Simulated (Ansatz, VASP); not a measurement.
Be in VASP and in Ansatz

```
CELL_PARAMETERS angstrom
0.00000 1.55375 1.55375
1.55375 0.00000 1.55375
1.55375 1.55375 0.00000
ATOMIC_POSITIONS crystal
Be 0.00000 0.00000 0.00000
```

Alike in both runs: functional LDA; k mesh 17 × 17 × 17; occupations fermi-dirac, width 0.1 eV; no spin polarisation.

Ansatz relaxed the structure, and its values are those at the end. VASP's run is a single point on that final structure, the one shown.

|  | VASP | Ansatz |
| --- | --- | --- |
| version | VASP 6.6.1 | Ansatz 0.2.0 |
| potentials or method | VASP PAW LDA potentials, release 64 (Be), cutoff 600 eV | plane waves (420 eV) with PAW, scalar-relativistic |
| valence electrons in the cell | 2 | 2 |

VASP gave:

```
pressure (GPa) : 0.4
```

Q: What did Ansatz give for the same quantities?

A: Pressure (GPa): 0.0.

Ansatz warns that its potentials were made for another functional, while VASP's fit it. LDA's correlation is that of Perdew and Zunger in VASP and of Perdew and Wang (1992) in Ansatz.
